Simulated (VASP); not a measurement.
A run of VASP 6.6.1 is set up as follows.

POSCAR

```
LaZn
1.0
    3.8076705000      0.0000000000      0.0000000000
    0.0000000000      3.8076705000      0.0000000000
    0.0000000000      0.0000000000      3.8076705000
La Zn
1 1
Direct
    0.5000000000      0.5000000000      0.5000000000
    0.0000000000      0.0000000000      0.0000000000
```

The input INCAR.step1:

```
PREC = Accurate ; ENCUT = 520
ISMEAR = -1 ; SIGMA = 0.1
LREAL = F ; LASPH = T
NELM = 100 ; NBANDS = 18
GGA = PE ; ALGO = Normal
EDIFF = 1E-4 ; LWAVE = T
LCHARG = F
```

INCAR.step2

```
PREC = Accurate ; ENCUT = 520
EDIFF = 1E-6 ; ISMEAR = -1
SIGMA = 0.1 ; LREAL = F
LASPH = T ; NELM = 100
ALGO = Normal ; ISIF = 2
LWAVE = F ; LCHARG = F
METAGGA = R2SCAN ; LMIXTAU = T
NBANDS = 18 ; ISTART = 1
```

File KPOINTS:

```
regular mesh
0
Gamma
  9 9 9
```

Potentials or basis: VASP PAW PBE potentials, release 64 (La, Zn).

Launch:

```bash
$ cat potpaw_PBE.64/La/POTCAR potpaw_PBE.64/Zn/POTCAR > POTCAR
$ cp INCAR.step1 INCAR
$ mpirun -np 1 vasp_std > vasp.out
$ cp INCAR.step2 INCAR
$ mpirun -np 1 vasp_std > vasp.out
```

Estimate the pressure.

-1.8 GPa.

Caveat: the PAW data sets were made with another functional, which shifts forces and pressure a little.
